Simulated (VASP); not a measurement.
Eu: single point with PBE

Crystal: Eu.

```
CELL_PARAMETERS angstrom
3.38371 0.00000 0.00000
0.00000 3.38371 0.00000
0.00000 0.00000 3.38371
ATOMIC_POSITIONS crystal
Eu 0.00000 0.00000 0.00000
```

This cell differs from its parent crystal: volume scaled by 0.9.

| Quantity | Value |
| --- | --- |
| Program | VASP 6.6.1 |
| Task | single point |
| Functional | PBE |
| Potentials or basis | VASP PAW PBE potentials, release 64 (Eu) |
| Cutoff | 520 eV |
| k mesh | 11 × 11 × 11 |
| Occupations | fermi-dirac, width 0.1 eV |
| Spin | collinear spin, ferromagnetic start |
| Starting moments | [7.0] μB |

| Quantity | Value |
| --- | --- |
| Pressure | 1.0 GPa |
| Net moment | 7.20 μB per cell |
| Site moments | Eu +6.69 μB |
| Valence electrons inside the program's atomic spheres | Eu 14.80 |

Levels at points of the mesh, in eV from the Fermi level:
Spin up:
```
           k point  band 10  band 11  band 12  band 13  band 14  band 15
(0.00, 0.00, 0.00)    -0.52    -0.52    -0.43    -0.43    -0.43     5.93
```
Spin down:
| k point | band 3 | band 4 | band 5 | band 6 | band 7 | band 8 |
| --- | --- | --- | --- | --- | --- | --- |
| (0.00, 0.00, 0.00) | -17.76 | -17.76 | -3.40 | 0.73 | 0.73 | 4.16 |

Wall time 51 s on 1 thread of Intel(R) Xeon(R) 6975P-C (Granite Rapids), on a shared host, peak memory 0.22 GiB.

Caveat: spin-orbit coupling is left out, which moves the levels of the heavy elements. The state reached can hang on the start; a lower one may exist.
